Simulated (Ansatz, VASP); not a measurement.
WSe2 in VASP and in Ansatz

```xyz
12
Lattice="3.3207 0.0000 0.0000 -1.6603 2.8758 0.0000 0.0000 0.0000 39.7394" Properties=species:S:1:pos:R:3 pbc="T T T"
W     1.6603    0.9586   35.8333
W     1.6603    0.9586   11.7086
W     0.0000    1.9172   28.0307
W     0.0000    1.9172    3.9061
Se    0.0000    1.9172   37.5535
Se    0.0000    1.9172   13.4287
Se    1.6603    0.9586   29.7510
Se    1.6603    0.9586    5.6263
Se    0.0000    1.9172   34.1131
Se    0.0000    1.9172    9.9884
Se    1.6603    0.9586   26.3107
Se    1.6603    0.9586    2.1858
```

Change from the starting cell: strain +0.0250 x Voigt [0, 0, 1, 0, 0, 0], atoms carried along.

Alike in both runs: task single point; functional PBE; k mesh 12 × 12 × 1; occupations gaussian, width 0.05 eV; no spin polarisation.

|  | VASP | Ansatz |
| --- | --- | --- |
| version | VASP 6.6.1 | Ansatz 0.2.0 |
| potentials or method | VASP PAW PBE potentials, release 64 (W_sv, Se), cutoff 520 eV | scalar-relativistic, plane waves, PAW |
| valence electrons in the cell | 104 | 184 |

```csv
,VASP,Ansatz,Ansatz less VASP
gap on the k mesh at the Fermi level (eV),1.38,1.38,-0.001
least direct gap on the mesh (eV),1.61,1.61,+0.003
rms of the force components (eV/Å),0.298,0.316,+0.0181
```

Atom by atom the forces differ by 0.018 eV/Å (rms over components). VASP's potentials hold 104 valence electrons a cell and Ansatz's 184, so a difference there can come from the potentials and not from the codes.

Spin-orbit coupling is off throughout.
